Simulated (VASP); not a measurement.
Set up this calculation in VASP 6.6.1, as the native input.

* Task: relaxation of cell and atoms
* Functional: PBE
* Potentials or basis: VASP PAW PBE potentials, release 64 (Ge_d)
* Cutoff: 600 eV
* k mesh: 9 × 9 × 13
* Occupations: fermi-dirac, width 0.05 eV
* Spin: no spin polarisation
* Target pressure: 110 GPa
* Dipole correction: no
* Further INCAR settings: ALGO = Normal; EDIFF = 1e-07; IBRION = 2; EDIFFG = -0.005; NSW = 32; ISIF = 3

The structure of Ge lies in POSCAR:

```
Ge
1.0
    4.0720553343      0.0000000000      0.0000000000
   -2.0360276672      3.5265033651      0.0000000000
    0.0000000000      0.0000000000      2.3978514659
Ge
3
Direct
    0.0000000000      0.0000000000      0.0000000000
    0.3333333333      0.6666666667      0.5000000000
    0.6666666667      0.3333333333      0.5000000000
```

This isn't the form of Ge at room conditions, which is diamond.

These files were run (other wordings do the same):

INCAR

```
PREC     = Accurate       # precision mode
ENCUT    = 600            # plane-wave cutoff, eV
EDIFF    = 1E-7           # SCF threshold, eV
ISMEAR   = -1             # smearing method
SIGMA    = 0.05           # smearing width, eV
LREAL    = F              # projectors in reciprocal space
LASPH    = T              # aspherical terms in the spheres
NELM     = 100            # most SCF steps
ALGO     = Normal         # electronic algorithm
ISIF     = 3              # what is computed and relaxed
LWAVE    = F              # write WAVECAR
LCHARG   = F              # write CHGCAR
GGA      = PE             # functional
IBRION   = 2              # ionic algorithm
NSW      = 32             # ionic steps
EDIFFG   = -0.005         # ionic threshold
PSTRESS  = 1100.0
```

KPOINTS

```
regular mesh
0
Gamma
  9 9 13
```

Potentials or basis: VASP PAW PBE potentials, release 64 (Ge_d).

Launch:

```sh
$ cat potpaw_PBE.64/Ge_d/POTCAR > POTCAR
$ mpirun -np 1 vasp_std > vasp.out
```

Results of the run:

```
Relaxed volume                                             : 11.49 Å³/atom
Relaxed cell                                               : a = 4.074 Å, b = 4.074 Å, c = 2.399 Å, α = 90.00°, β = 90.00°, γ = 120.00°
Space group after relaxing (to 0.1 Å)                      : P6/mmm (No. 191)
Energy change on relaxing (the run minimises the enthalpy) : -8.9 meV/atom
Ionic steps                                                : 3
Pressure after relaxing                                    : 110.0 GPa
Band gap on the k mesh                                     : zero (bands 21 and 22 overlap by 9.64 eV)
```

Caveat: the cell is relaxed towards a set pressure, so the run minimises the enthalpy, not the energy.

It took 72 s on 1 thread of Intel(R) Xeon(R) 6975P-C (Granite Rapids), with other jobs on the host, peak memory 0.21 GiB.
